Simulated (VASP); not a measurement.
# Os (P6_3/mmc) in VASP: settings compared, part 2 of 3

VASP 6.6.1. Earlier steps stand in the parts before.

### Step 3. Single point, r2SCAN+rVV10

This run uses another cell than the first one, of 14.26 Å³/atom, 1.020 times its volume.

Contents of POSCAR:

```
Os
1.0
    2.7522071502      0.0000000000      0.0000000000
   -1.3761035751      2.3834813086      0.0000000000
    0.0000000000      0.0000000000      4.3483081185
Os
2
Direct
    0.6666666667      0.3333333333      0.7500000000
    0.3333333333      0.6666666667      0.2500000000
```

Contents of INCAR.step1:

```
SYSTEM = Os
PREC = Accurate
ENCUT = 520
ISMEAR = -1
SIGMA = 0.05
LREAL = .False.
LASPH = .True.
NELM = 100
NBANDS = 15
GGA = PE
ALGO = Normal
EDIFF = 1E-4
LWAVE = .True.
LCHARG = .False.
```

Contents of INCAR.step2:

```
SYSTEM = Os
PREC = Accurate
ENCUT = 520
EDIFF = 1E-6
ISMEAR = -1
SIGMA = 0.05
LREAL = .False.
LASPH = .True.
NELM = 100
ALGO = Normal
ISIF = 2
LWAVE = .False.
LCHARG = .False.
METAGGA = R2SCAN
LMIXTAU = .True.
LUSE_VDW = .True.
IVDW_NL = 2
BPARAM = 11.95
CPARAM = 0.0093
NBANDS = 15
ISTART = 1
```

Contents of KPOINTS:

```
regular mesh
0
Gamma
  11 11 6
  0 0 0
```

Potentials or basis: VASP PAW PBE potentials, release 64 (Os).

Started as:

```bash
$ cat potpaw_PBE.64/Os/POTCAR > POTCAR
$ cp INCAR.step1 INCAR
$ mpirun -np 1 vasp_std > vasp.out
$ cp INCAR.step2 INCAR
$ mpirun -np 1 vasp_std > vasp.out
```

OUTCAR:

```text
SYSTEM = Os
   PREC = Accurate
   ENCUT = 520
   EDIFF = 1E-6
   ISMEAR = -1
   LREAL = .False.
   LASPH = .True.
   NELM = 100
   ISIF = 2
   METAGGA = R2SCAN
   IVDW_NL = 2
   BPARAM = 11.95
   ISTART = 1

 ion  position               nearest neighbor table
   1  0.667  0.333  0.750-   2 2.69   2 2.69   2 2.69   2 2.69   2 2.69   2 2.69
   2  0.333  0.667  0.250-   1 2.69   1 2.69   1 2.69   1 2.69   1 2.69   1 2.69

  LATTYP: Found a hexagonal cell.
 ALAT       =     2.7522071502
 C/A-ratio  =     1.5799348963

  Lattice vectors:

 A1 = (   2.7522071502,   0.0000000000,   0.0000000000)
 A2 = (  -1.3761035751,   2.3834813086,   0.0000000000)
 A3 = (   0.0000000000,   0.0000000000,   4.3483081185)

Analysis of symmetry for initial positions (statically):
=====================================================================
 Subroutine PRICEL returns:
 Original cell was already a primitive cell.

 Routine SETGRP: Setting up the symmetry group for a
 hexagonal supercell.

 Subroutine GETGRP returns: Found 24 space group operations
 (whereof 12 operations were pure point group operations)
 out of a pool of 24 trial point group operations.

[... 171 lines left out ...]

 k-point     1 :       0.0000    0.0000    0.0000
  band No.  band energies     occupation
      1      -2.3035      2.00000
      2       1.0134      2.00000
      3       5.8896      2.00000
      4       5.8896      2.00000
      5       6.1424      2.00000
      6       6.7307      2.00000
      7       6.7307      2.00000
      8       7.3728      2.00000
      9       7.3728      2.00000
     10       8.9523      0.68166
     11      10.6715      0.00000
     12      10.6715      0.00000
     13      18.2893      0.00000
     14      23.7404      0.00000
[... 401 lines left out ...]
      2       2.6572      2.00000
      3       4.1039      2.00000
      4       4.3385      2.00000
      5       5.6197      2.00000
      6       6.2430      2.00000
      7       6.8137      2.00000
      8       7.8088      2.00000
      9       8.4200      1.99991
     10       8.8011      1.82785
     11      11.0982      0.00000
     12      14.5955      0.00000
     13      19.8421      0.00000
     14      24.5237      0.00000
     15      25.7288      0.00000

 [... further k-points ...]
[... 5 lines left out ...]
  --------------------------------------------------------------------------------------
  -------------------------------------------------------------------------------------
  Total       -1.3434084     -1.3434084     -1.5320248     -0.0000000     -0.0000000      0.0000000
  in kB      -75.4580276    -75.4580276    -86.0524400     -0.0000000     -0.0000000      0.0000000
  external PRESSURE =     -78.9894984 kB  Pullay stress =       0.0000000 kB

 VOLUME and BASIS-vectors are now :
 -----------------------------------------------------------------------------
  energy-cutoff  :      520.00
  volume of cell :       28.52
      direct lattice vectors                 reciprocal lattice vectors
     2.752207150  0.000000000  0.000000000     0.363344743  0.209777185  0.000000000
    -1.376103575  2.383481309  0.000000000     0.000000000  0.419554370  0.000000000
     0.000000000  0.000000000  4.348308119     0.000000000  0.000000000  0.229974503

 POSITION                                       TOTAL-FORCE (eV/Angst)
 -----------------------------------------------------------------------------------
      1.37610      0.79449      3.26123        -0.000000      0.000000      0.000000
     -0.00000      1.58899      1.08708         0.000000      0.000000      0.000000
 -----------------------------------------------------------------------------------
    total drift:                                0.000000     -0.000000     -0.000000

  FREE ENERGIE OF THE ION-ELECTRON SYSTEM (eV)
  ---------------------------------------------------
  free  energy   TOTEN  =      -105.7693187346 eV

  energy  without entropy=     -105.7564332891  energy(sigma->0) =     -105.76287601
```

OUTCAR.step1:

```text
SYSTEM = Os
   PREC = Accurate
   ENCUT = 520
   ISMEAR = -1
   LREAL = .False.
   LASPH = .True.
[... 655 lines left out ...]
      1.37610      0.79449      3.26123        -0.000000      0.000000      0.000000
     -0.00000      1.58899      1.08708         0.000000     -0.000000      0.000000
 -----------------------------------------------------------------------------------
    total drift:                                0.000000     -0.000000     -0.000000

  FREE ENERGIE OF THE ION-ELECTRON SYSTEM (eV)
  ---------------------------------------------------
  free  energy   TOTEN  =       -22.4898342598 eV

  energy  without entropy=      -22.4762038222  energy(sigma->0) =      -22.48301904
```

OSZICAR.step1:

```text
N       E                     dE             d eps       ncg     rms          rms(c)
DAV:   1     0.103594750569E+03    0.10359E+03   -0.73591E+03  1920   0.102E+03
DAV:   2    -0.190603157727E+02   -0.12266E+03   -0.10758E+03  1983   0.330E+02
DAV:   3    -0.238816449818E+02   -0.48213E+01   -0.46551E+01  2606   0.573E+01
DAV:   4    -0.239186774902E+02   -0.37033E-01   -0.36984E-01  2074   0.514E+00
DAV:   5    -0.239188646808E+02   -0.18719E-03   -0.18719E-03  2592   0.352E-01    0.223E+01
DAV:   6    -0.228117385065E+02    0.11071E+01   -0.93770E-01  2424   0.825E+00    0.999E+00
DAV:   7    -0.224979475270E+02    0.31379E+00   -0.63492E-01  2466   0.661E+00    0.515E-01
DAV:   8    -0.224925194954E+02    0.54280E-02   -0.60757E-03  1969   0.580E-01    0.330E-01
DAV:   9    -0.224898106831E+02    0.27088E-02   -0.15965E-03  2326   0.395E-01    0.470E-02
DAV:  10    -0.224898342598E+02   -0.23577E-04   -0.57411E-05  1534   0.694E-02
   1 F= -.22489834E+02 E0= -.22483019E+02  d E =-.136304E-01
```

Run time: 2.3 min. Hardware: 1 thread of AMD EPYC 7R13, shared host; peak memory 0.19 GiB.

What came out:

| Property | Result |
| --- | --- |
| Free energy | -105.7693 eV |
| Pressure | -7.9 GPa |
| Band gap on the k mesh | zero (band 8 reaches 11.07 eV, above the bottom of band 9 at 7.14 eV) |

Stress tensor (GPa, compression positive):
```
-7.55  0.00  0.00
 0.00 -7.55  0.00
 0.00  0.00 -8.61
```

Caveat: the PAW data sets were made with another functional, which shifts forces and pressure a little; spin-orbit coupling is left out, which moves the levels of the heavy elements.

### Step 4. Single point, r2SCAN+rVV10

This run uses another cell than the first one, of 14.54 Å³/atom, 1.040 times its volume.

Contents of POSCAR:

```
Os
1.0
    2.7700791260      0.0000000000      0.0000000000
   -1.3850395630      2.3989588936      0.0000000000
    0.0000000000      0.0000000000      4.3765446767
Os
2
Direct
    0.6666666667      0.3333333333      0.7500000000
    0.3333333333      0.6666666667      0.2500000000
```

Contents of INCAR.step1:

```
SYSTEM = Os
PREC = Accurate ; ENCUT = 520
ISMEAR = -1 ; SIGMA = 0.05
LREAL = .FALSE. ; LASPH = .TRUE.
NELM = 80 ; NBANDS = 15
GGA = PE ; ALGO = Normal
EDIFF = 1E-4 ; LWAVE = .TRUE.
LCHARG = .FALSE.
```

Contents of INCAR.step2:

```
SYSTEM = Os
PREC = Accurate ; ENCUT = 520
EDIFF = 1E-6 ; ISMEAR = -1
SIGMA = 0.05 ; LREAL = .FALSE.
LASPH = .TRUE. ; NELM = 80
ALGO = Normal ; ISIF = 2
LWAVE = .FALSE. ; LCHARG = .FALSE.
METAGGA = R2SCAN ; LMIXTAU = .TRUE.
LUSE_VDW = .TRUE. ; IVDW_NL = 2
BPARAM = 11.95 ; CPARAM = 0.0093
NBANDS = 15 ; ISTART = 1
```

Contents of KPOINTS:

```
regular mesh
0
G
  11 11 6
  0 0 0
```

Potentials or basis: VASP PAW PBE potentials, release 64 (Os).

Started as:

```bash
$ cat potpaw_PBE.64/Os/POTCAR > POTCAR
$ cp INCAR.step1 INCAR
$ mpirun -np 1 vasp_std > vasp.out
$ cp INCAR.step2 INCAR
$ mpirun -np 1 vasp_std > vasp.out
```

OUTCAR:

```text
SYSTEM = Os
   PREC = Accurate
   ENCUT = 520
   EDIFF = 1E-6
   ISMEAR = -1
   LREAL = .FALSE.
   LASPH = .TRUE.
   NELM = 80
   ISIF = 2
   METAGGA = R2SCAN
   IVDW_NL = 2
   BPARAM = 11.95
   ISTART = 1

 ion  position               nearest neighbor table
   1  0.667  0.333  0.750-   2 2.71   2 2.71   2 2.71   2 2.71   2 2.71   2 2.71
   2  0.333  0.667  0.250-   1 2.71   1 2.71   1 2.71   1 2.71   1 2.71   1 2.71

  LATTYP: Found a hexagonal cell.
 ALAT       =     2.7700791260
 C/A-ratio  =     1.5799348963

  Lattice vectors:

 A1 = (   2.7700791260,   0.0000000000,   0.0000000000)
 A2 = (  -1.3850395630,   2.3989588936,   0.0000000000)
 A3 = (   0.0000000000,   0.0000000000,   4.3765446767)

Analysis of symmetry for initial positions (statically):
=====================================================================
 Subroutine PRICEL returns:
 Original cell was already a primitive cell.

 Routine SETGRP: Setting up the symmetry group for a
 hexagonal supercell.

 Subroutine GETGRP returns: Found 24 space group operations
 (whereof 12 operations were pure point group operations)
 out of a pool of 24 trial point group operations.

[... 172 lines left out ...]

 k-point     1 :       0.0000    0.0000    0.0000
  band No.  band energies     occupation
      1      -2.4118      2.00000
      2       0.9121      2.00000
      3       5.6904      2.00000
      4       5.6904      2.00000
      5       5.9336      2.00000
      6       6.5043      2.00000
      7       6.5043      2.00000
      8       7.1264      2.00000
      9       7.1264      2.00000
     10       8.6670      0.65628
     11      10.3325      0.00000
     12      10.3325      0.00000
     13      17.7638      0.00000
     14      23.4606      0.00000
[... 401 lines left out ...]
      2       2.5226      2.00000
      3       3.9417      2.00000
      4       4.1767      2.00000
      5       5.4264      2.00000
      6       6.0302      2.00000
      7       6.5794      2.00000
      8       7.5536      2.00000
      9       8.1472      1.99987
     10       8.5149      1.82184
     11      10.7394      0.00000
     12      14.1562      0.00000
     13      19.3419      0.00000
     14      23.9870      0.00000
     15      25.2164      0.00000

 [... further k-points ...]
[... 5 lines left out ...]
  --------------------------------------------------------------------------------------
  -------------------------------------------------------------------------------------
  Total       -2.6950291     -2.6950291     -2.9798663     -0.0000000     -0.0000000      0.0000000
  in kB     -148.4662322   -148.4662322   -164.1576091     -0.0000000     -0.0000000      0.0000000
  external PRESSURE =    -153.6966912 kB  Pullay stress =       0.0000000 kB

 VOLUME and BASIS-vectors are now :
 -----------------------------------------------------------------------------
  energy-cutoff  :      520.00
  volume of cell :       29.08
      direct lattice vectors                 reciprocal lattice vectors
     2.770079126  0.000000000  0.000000000     0.361000518  0.208423746  0.000000000
    -1.385039563  2.398958894  0.000000000     0.000000000  0.416847493  0.000000000
     0.000000000  0.000000000  4.376544677     0.000000000  0.000000000  0.228490756

 POSITION                                       TOTAL-FORCE (eV/Angst)
 -----------------------------------------------------------------------------------
      1.38504      0.79965      3.28241         0.000000     -0.000000      0.000000
     -0.00000      1.59931      1.09414        -0.000000      0.000000      0.000000
 -----------------------------------------------------------------------------------
    total drift:                                0.000000     -0.000000     -0.000000

  FREE ENERGIE OF THE ION-ELECTRON SYSTEM (eV)
  ---------------------------------------------------
  free  energy   TOTEN  =      -105.7288159941 eV

  energy  without entropy=     -105.7154983188  energy(sigma->0) =     -105.72215716
```

OUTCAR.step1:

```text
SYSTEM = Os
   PREC = Accurate
   ENCUT = 520
   ISMEAR = -1
   LREAL = .FALSE.
   LASPH = .TRUE.
[... 656 lines left out ...]
      1.38504      0.79965      3.28241         0.000000     -0.000000      0.000000
     -0.00000      1.59931      1.09414        -0.000000      0.000000      0.000000
 -----------------------------------------------------------------------------------
    total drift:                                0.000000     -0.000000     -0.000000

  FREE ENERGIE OF THE ION-ELECTRON SYSTEM (eV)
  ---------------------------------------------------
  free  energy   TOTEN  =       -22.4782201495 eV

  energy  without entropy=      -22.4641368623  energy(sigma->0) =      -22.47117851
```

It took 3.4 min on 1 thread of AMD EPYC 7R13, shared host; peak memory 0.24 GiB.

What came out:

```yaml
Free_energy: -105.7288 eV
Pressure: -15.4 GPa
Band_gap_on_the_k_mesh: zero (band 8 reaches 10.72 eV, above the bottom of band 9 at 6.90 eV)
```

Caveat: the PAW data sets were made with another functional, which shifts forces and pressure a little; spin-orbit coupling is left out, which moves the levels of the heavy elements.

### Step 5. Single point, r2SCAN+rVV10

This run uses another cell than the first one, of 14.82 Å³/atom, 1.060 times its volume.

Contents of POSCAR:

```
Os
1.0
    2.7877234178      0.0000000000      0.0000000000
   -1.3938617089      2.4142392985      0.0000000000
    0.0000000000      0.0000000000      4.4044215090
Os
2
Direct
    0.6666666667      0.3333333333      0.7500000000
    0.3333333333      0.6666666667      0.2500000000
```

Contents of INCAR.step1:

```
PREC = Accurate ; ENCUT = 520
ISMEAR = -1 ; SIGMA = 0.05
LREAL = False ; LASPH = True
NELM = 80 ; NBANDS = 15
GGA = PE ; ALGO = Normal
EDIFF = 1E-4 ; LWAVE = True
LCHARG = False
```

Contents of INCAR.step2:

```
PREC = Accurate ; ENCUT = 520
EDIFF = 1E-7 ; ISMEAR = -1
SIGMA = 0.05 ; LREAL = False
LASPH = True ; NELM = 80
ALGO = Normal ; ISIF = 2
LWAVE = False ; LCHARG = True
METAGGA = R2SCAN ; LMIXTAU = True
LUSE_VDW = True ; IVDW_NL = 2
BPARAM = 11.95 ; CPARAM = 0.0093
LELF = True ; LVHAR = True
NBANDS = 15 ; ISTART = 1
```

Contents of KPOINTS:

```
Automatic mesh
0
Gamma
  11 11 6
```

Started as:

```bash
$ cat potpaw_PBE.64/Os/POTCAR > POTCAR
$ cp INCAR.step1 INCAR
$ mpirun -np 1 vasp_std > vasp.out
$ cp INCAR.step2 INCAR
$ mpirun -np 1 vasp_std > vasp.out
```

Run time: 4.8 min. Hardware: 1 thread of AMD EPYC 7R13, shared host; peak memory 0.24 GiB.

The run converged. Its results:

- Free energy: -105.6637 eV
- Pressure: -22.0 GPa
- Band gap on the k mesh: zero (band 8 reaches 10.37 eV, above the bottom of band 9 at 6.67 eV)

Stress tensor (GPa, compression positive):
```
-21.33   0.00   0.00
  0.00 -21.33   0.00
  0.00   0.00 -23.36
```

Levels at points of the mesh, in eV from the Fermi level:
| k point | band 4 | band 5 | band 6 | band 7 | band 8 | band 9 | band 10 | band 11 | band 12 | band 13 |
| --- | --- | --- | --- | --- | --- | --- | --- | --- | --- | --- |
| (0.00, 0.00, 0.00) | -2.86 | -2.62 | -2.07 | -2.07 | -1.46 | -1.46 | 0.04 | 1.65 | 1.65 | 8.90 |
| (0.00, 0.00, 0.50) | -3.41 | -3.05 | -3.05 | -3.05 | -3.05 | 0.87 | 0.87 | 0.87 | 0.87 | 14.46 |

Caveat: the PAW data sets were made with another functional, which shifts forces and pressure a little; spin-orbit coupling is left out, which moves the levels of the heavy elements.

(Part 2 of 3 ends here.)
